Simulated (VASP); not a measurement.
# TiO2 (I4_1/amd) in VASP: notebook

Runs on TiO2. Level: PBE. Tasks: single point.

All numbers are computed with VASP 6.6.1; they aren't measurements. Logs are shortened: lines on timing, memory, paths and dates and some standing lists are left out, and cuts for length are marked.

## (1) The cell of the first run

It takes space group I4_1/amd (No. 141, tetragonal). The conventional cell has a = 3.775 Å, b = 3.775 Å, c = 9.430 Å, α = 90.00°, β = 90.00°, γ = 90.00°. Ti (site symmetry -4m2) has 6 O at 1.93 to 1.98 Å within 2.6 Å. O (site symmetry 2mm) has 3 Ti at 1.93 to 1.98 Å and 2 O at 2.48 Å within 2.6 Å.

## (2) Single point, PBE (11.20 Å³/atom)

File INCAR:

```
SYSTEM = TiO2
  ALGO = Normal
  EDIFF = 1E-6
  ENCUT = 520
  GGA = PE
  ISIF = 2
  ISMEAR = 0
  LASPH = .True.
  LCHARG = .False.
  LREAL = .False.
  LWAVE = .False.
  NBANDS = 33
  NELM = 60
  PREC = Accurate
  SIGMA = 0.05
```

File KPOINTS:

```
k-points
0
Gamma
  8 8 8
  0 0 0
```

File POSCAR:

```
TiO2
1.0
   -1.8875484399      1.8875484399      4.7149441212
    1.8875484399     -1.8875484399      4.7149441212
    1.8875484399      1.8875484399     -4.7149441212
Ti O
2 4
Direct
    0.0000000000      0.0000000000      0.0000000000
    0.7500000000      0.2500000000      0.5000000000
    0.2099175050      0.2099175050      0.0000000000
    0.9599175050      0.4599175050      0.5000000000
    0.5400824950      0.0400824950      0.5000000000
    0.7900824950      0.7900824950      0.0000000000
```

Potentials or basis: VASP PAW PBE potentials, release 64 (Ti_sv, O).

Started as:

```console
> cat potpaw_PBE.64/Ti_sv/POTCAR potpaw_PBE.64/O/POTCAR > POTCAR
> mpirun -np 1 vasp_std > vasp.out
```

OUTCAR:

```text
SYSTEM = TiO2
   EDIFF = 1E-6
   ENCUT = 520
   GGA = PE
   ISIF = 2
   ISMEAR = 0
   LASPH = .True.
   LREAL = .False.
   NELM = 60
   PREC = Accurate

 ion  position               nearest neighbor table
   1  0.000  0.000  0.000-   5 1.93   4 1.93   5 1.93   4 1.93   3 1.98   6 1.98
   2  0.750  0.250  0.500-   6 1.93   3 1.93   6 1.93   3 1.93   4 1.98   5 1.98
   3  0.210  0.210  0.000-   2 1.93   2 1.93   1 1.98
   4  0.960  0.460  0.500-   1 1.93   1 1.93   2 1.98
   5  0.540  0.040  0.500-   1 1.93   1 1.93   2 1.98
   6  0.790  0.790  0.000-   2 1.93   2 1.93   1 1.98

  LATTYP: Found a body centered tetragonal cell.
 ALAT       =     3.7750968798
 C/A-ratio  =     2.4979195350

  Lattice vectors:

 A1 = (  -1.8875484399,   1.8875484399,   4.7149441212)
 A2 = (   1.8875484399,  -1.8875484399,   4.7149441212)
 A3 = (   1.8875484399,   1.8875484399,  -4.7149441212)

Analysis of symmetry for initial positions (statically):
=====================================================================
 Subroutine PRICEL returns:
 Original cell was already a primitive cell.

 Routine SETGRP: Setting up the symmetry group for a
 body centered tetragonal supercell.

 Subroutine GETGRP returns: Found 16 space group operations
 (whereof  8 operations were pure point group operations)
 out of a pool of 16 trial point group operations.

The static configuration has the point symmetry D_2d.
 The point group associated with its full space group is D_4h.

Analysis of symmetry for dynamics (positions and initial velocities):
=====================================================================
 Subroutine PRICEL returns:
 Original cell was already a primitive cell.

 Routine SETGRP: Setting up the symmetry group for a
 body centered tetragonal supercell.

 Subroutine GETGRP returns: Found 16 space group operations
 (whereof  8 operations were pure point group operations)
 out of a pool of 16 trial point group operations.

The dynamic configuration has the point symmetry D_2d.
 The point group associated with its full space group is D_4h.

 Subroutine INISYM returns: Found 16 space group operations
 (whereof  8 operations are pure point group operations),
 and found     1 'primitive' translations

----------------------------------------------------------------------------------------

                                     Primitive cell

  volume of cell :      67.1943

  direct lattice vectors                    reciprocal lattice vectors
    -1.887548440  1.887548440  4.714944121     0.000000000  0.264893864  0.106045795
     1.887548440 -1.887548440  4.714944121     0.264893864  0.000000000  0.106045795
     1.887548440  1.887548440 -4.714944121     0.264893864  0.264893864  0.000000000

  length of vectors
     5.418152480  5.418152480  5.418152480     0.285332210  0.285332210  0.374616495

  position of ions in fractional coordinates (direct lattice)
     0.000000000  0.000000000  0.000000000
     0.750000000  0.250000000  0.500000000
     0.209917505  0.209917505  0.000000000
     0.959917505  0.459917505  0.500000000
     0.540082495  0.040082495  0.500000000
     0.790082495  0.790082495  0.000000000

  ion indices of the primitive-cell ions
   primitive index   ion index
                 1           1
                 2           2
                 3           3
                 4           4
                 5           5
                 6           6

----------------------------------------------------------------------------------------

 KPOINTS: k-points

Automatic generation of k-mesh.
 Grid dimensions read from file:
 generate k-points for:    8    8    8

 Generating k-lattice:

  Cartesian coordinates                     Fractional coordinates (reciprocal lattice)
     0.000000000  0.033111733  0.013255724     0.125000000  0.000000000  0.000000000
     0.033111733  0.000000000  0.013255724     0.000000000  0.125000000  0.000000000
     0.033111733  0.033111733  0.000000000     0.000000000  0.000000000  0.125000000

  Length of vectors
     0.035666526  0.035666526  0.046827062

  Shift w.r.t. Gamma in fractional coordinates (k-lattice)
     0.000000000  0.000000000  0.000000000

 Subroutine IBZKPT returns following result:
 ===========================================

 Found     59 irreducible k-points:

 Following reciprocal coordinates:
            Coordinates               Weight
  0.000000  0.000000  0.000000      1.000000
  0.125000 -0.000000  0.000000      8.000000
  0.250000 -0.000000  0.000000      8.000000
  0.375000 -0.000000  0.000000      8.000000
  0.500000 -0.000000  0.000000      4.000000
  0.125000  0.125000  0.000000      8.000000
[... 16 lines left out ...]
  0.250000  0.125000  0.125000     16.000000
  0.375000  0.125000  0.125000      8.000000
 [... further k-points ...]
   k-points           NKPTS =     59   k-points in BZ     NKDIM =     59   number of bands    NBANDS=     33
   number of dos      NEDOS =    301   number of ions     NIONS =      6
   total plane-waves  NPLWV =  64000
   dimension x,y,z NGX =    40 NGY =   40 NGZ =   40
   dimension x,y,z NGXF=    80 NGYF=   80 NGZF=   80
   ions per type =               2   4
   NGX,Y,Z   is equivalent  to a cutoff of  12.27, 12.27, 12.27 a.u.
   NGXF,Y,Z  is equivalent  to a cutoff of  24.55, 24.55, 24.55 a.u.
 SYSTEM =  TiO2
   PREC   = accura    normal or accurate (medium, high low for compatibility)
   ISTART =      0    job   : 0-new  1-cont  2-samecut
   ICHARG =      2    charge: 1-file 2-atom 10-const
   ISPIN  =      1    spin polarized calculation?
   LNONCOLLINEAR =      F non collinear calculations
   LSORBIT =      F    spin-orbit coupling
   LASPH  =      T    aspherical Exc in radial PAW
   ENCUT  =  520.0 eV  38.22 Ry    6.18 a.u.  10.07 10.07 10.07*2*pi/ulx,y,z
   NELM   =     60;   NELMIN=  2; NELMDL= -5     # of ELM steps
   EDIFF  = 0.1E-05   stopping-criterion for ELM
   LREAL  =      F    real-space projection
   EDIFFG = 0.1E-04   stopping-criterion for IOM
   NSW    =      0    number of steps for IOM
   IBRION =     -1    ionic relax: 0-MD 1-quasi-New 2-CG
   NFREE  =      0    steps in history (QN), initial steepest desc. (CG)
   ISIF   =      2    stress and relaxation
   ISYM   =      2    0-nonsym 1-usesym 2-fastsym
   POTIM  = 0.5000    time-step for ionic-motion
   TEBEG  =    0.0;   TEEND  =   0.0 temperature during run
   PSTRESS=    0.0 pullay stress
   NELECT =      48.0000    total number of electrons
   NUPDOWN=      -1.0000    fix difference up-down
   EMIN   =  10.00;   EMAX   =-10.00  energy-range for DOS
   EFERMI =   0.00;   METHOD = LEGACY
   ISMEAR =     0;   SIGMA  =   0.05  broadening in eV -4-tet -1-fermi 0-gaus
   EFERMI_NEDOS =   21; number of points for ismear=-14 and -15
   IALGO  =     38    algorithm
   IMIX   =      4    mixing-type and parameters
     AMIX     =   0.40;   BMIX     =  1.00
     AMIX_MAG =   1.60;   BMIX_MAG =  1.00
  volume/ion in A,a.u.               =      11.20        75.57
  Fermi-wavevector in a.u.,A,eV,Ry     =   1.463449  2.765518 29.139375  2.141684
  Thomas-Fermi vector in A             =   2.579543
   LORBIT       =      0    0 simple, 1 ext, 2 COOP (PROOUT), +10 PAW based schemes
   GGA     = PE    functional components
   LHFCALC =     F    Hartree Fock is set to
   AEXX    =    0.0000 exact exchange contribution
   IVDW    =     0    specifies the selected vdW correction
   LEPSILON=     F    determine dielectric tensor
   LRPA    =     F    only Hartree local field effects (RPA)
 non-spin polarized calculation
 Gauss-broadening in eV      SIGMA  =   0.05
  energy-cutoff  :      520.00
  volume of cell :       67.19
 maximum number of plane-waves:      1822
   NGX = 21   NGY = 21   NGZ = 21

 number of electron      47.9999990 magnetization

 Free energy of the ion-electron system (eV)
  ---------------------------------------------------
  ext. energy  EPLUGINS =         0.00000000
  ---------------------------------------------------
  free energy    TOTEN  =       -53.78744975 eV

  energy without entropy =      -53.78744975  energy(sigma->0) =      -53.78744975

 E-fermi :   3.8608     XC(G=0): -10.8166

 val. band max:        3.5292280994   @ k =   0.5000   0.5000   0.0000
 cond. band min:       5.6283617394   @ k =   0.0000   0.0000   0.0000
 fundamental gap:      2.0991336399
 Fermi energy:         3.8608433023

 k-point     1 :       0.0000    0.0000    0.0000
  band No.  band energies     occupation
      1     -52.8371      2.00000
      2     -52.7718      2.00000
      3     -29.3170      2.00000
      4     -29.0703      2.00000
      5     -29.0703      2.00000
      6     -28.9935      2.00000
[... 25 lines left out ...]
     32       8.8848      0.00000
     33       8.9392      0.00000

 k-point     2 :       0.1250   -0.0000    0.0000
  band No.  band energies     occupation
      1     -52.8349      2.00000
      2     -52.7733      2.00000
      3     -29.3127      2.00000
      4     -29.0912      2.00000
      5     -29.0718      2.00000
      6     -29.0018      2.00000
[... 25 lines left out ...]
     32       9.0173      0.00000
     33       9.3311      0.00000

 k-point     3 :       0.2500   -0.0000    0.0000
  band No.  band energies     occupation
      1     -52.8291      2.00000
      2     -52.7774      2.00000
      3     -29.3030      2.00000
      4     -29.1392      2.00000
      5     -29.0753      2.00000
      6     -29.0184      2.00000
[... 25 lines left out ...]
     32       9.3815      0.00000
     33       9.8613      0.00000

 k-point     4 :       0.3750   -0.0000    0.0000
  band No.  band energies     occupation
      1     -52.8220      2.00000
      2     -52.7829      2.00000
      3     -29.2935      2.00000
      4     -29.1870      2.00000
      5     -29.0783      2.00000
      6     -29.0283      2.00000
[... 673 lines left out ...]
     32      10.2330      0.00000
     33      10.5558      0.00000

 k-point    23 :       0.2500    0.1250    0.1250
  band No.  band energies     occupation
      1     -52.8163      2.00000
      2     -52.7862      2.00000
      3     -29.2939      2.00000
      4     -29.2104      2.00000
      5     -29.1139      2.00000
      6     -29.0655      2.00000
[... 25 lines left out ...]
     32      10.2873      0.00000
     33      10.8362      0.00000

 k-point    24 :       0.3750    0.1250    0.1250
  band No.  band energies     occupation
      1     -52.8124      2.00000
      2     -52.7894      2.00000
      3     -29.2888      2.00000
      4     -29.2298      2.00000
      5     -29.1158      2.00000
      6     -29.0719      2.00000
[... 25 lines left out ...]
     32      10.2626      0.00000
     33      10.8794      0.00000

 [... further k-points ...]

------------------------ aborting loop because EDIFF is reached ----------------------------------------

  FORCE on cell =-STRESS in cart. coord.  units (eV):
  Direction    XX          YY          ZZ          XY          YZ          ZX
  --------------------------------------------------------------------------------------
  -------------------------------------------------------------------------------------
  Total        3.4472897      3.4472897      3.4356996      0.0000000      0.0000000      0.0000000
  in kB       82.1969328     82.1969328     81.9205780      0.0000000      0.0000000      0.0000000
  external PRESSURE =      82.1048145 kB  Pullay stress =       0.0000000 kB

 VOLUME and BASIS-vectors are now :
 -----------------------------------------------------------------------------
  energy-cutoff  :      520.00
  volume of cell :       67.19
      direct lattice vectors                 reciprocal lattice vectors
    -1.887548440  1.887548440  4.714944121     0.000000000  0.264893864  0.106045795
     1.887548440 -1.887548440  4.714944121     0.264893864  0.000000000  0.106045795
     1.887548440  1.887548440 -4.714944121     0.264893864  0.264893864  0.000000000

 POSITION                                       TOTAL-FORCE (eV/Angst)
 -----------------------------------------------------------------------------------
      0.00000      0.00000      0.00000        -0.000000     -0.000000      0.000000
     -0.00000      1.88755      2.35747        -0.000000     -0.000000      0.000000
      0.00000      0.00000      1.97950         0.000000     -0.000000      0.024121
      0.00000      1.88755      4.33697        -0.000000      0.000000      0.024121
      0.00000      1.88755      0.37797        -0.000000      0.000000     -0.024121
      0.00000      0.00000      7.45039         0.000000     -0.000000     -0.024121
 -----------------------------------------------------------------------------------
    total drift:                                0.000000      0.000000     -0.000000

  FREE ENERGIE OF THE ION-ELECTRON SYSTEM (eV)
  ---------------------------------------------------
  free  energy   TOTEN  =       -53.7874497511 eV

  energy  without entropy=      -53.7874497511  energy(sigma->0) =      -53.78744975
```

Wall time 3.9 min (1 thread of Intel Xeon Platinum 8488C (Sapphire Rapids), shared host); peak memory 0.29 GiB.

Results:

```
Free energy            : -53.7874 eV
Pressure               : 8.2 GPa
Largest force          : 0.024 eV/Å
Band gap on the k mesh : 2.10 eV (least direct gap 2.45 eV)
```

Forces in eV/Å, atoms in the order of the input:
```
Ti   0.000  0.000  0.000
Ti   0.000  0.000  0.000
O    0.000  0.000  0.024
O    0.000  0.000  0.024
O    0.000  0.000 -0.024
O    0.000  0.000 -0.024
```

Levels at points of the mesh, in eV from the valence-band top:
| k point | band 21 | band 22 | band 23 | band 24 | band 25 | band 26 | band 27 | band 28 |
| --- | --- | --- | --- | --- | --- | --- | --- | --- |
| (0.00, 0.00, 0.00) | -0.75 | -0.75 | -0.49 | -0.49 | 2.10 | 2.87 | 3.94 | 3.94 |
| (0.50, 0.00, 0.00) | -1.98 | -0.98 | -0.85 | -0.63 | 3.26 | 3.54 | 3.60 | 3.73 |
| (0.50, 0.50, 0.00) | -2.13 | -2.13 | 0.00 | 0.00 | 3.41 | 3.41 | 3.89 | 3.89 |
| (0.50, 0.50, 0.50) | -1.29 | -1.29 | -0.14 | -0.14 | 2.47 | 2.47 | 3.79 | 3.79 |

Caveat: the cell stands under pressure.

(Continued in part 2 of 3.)
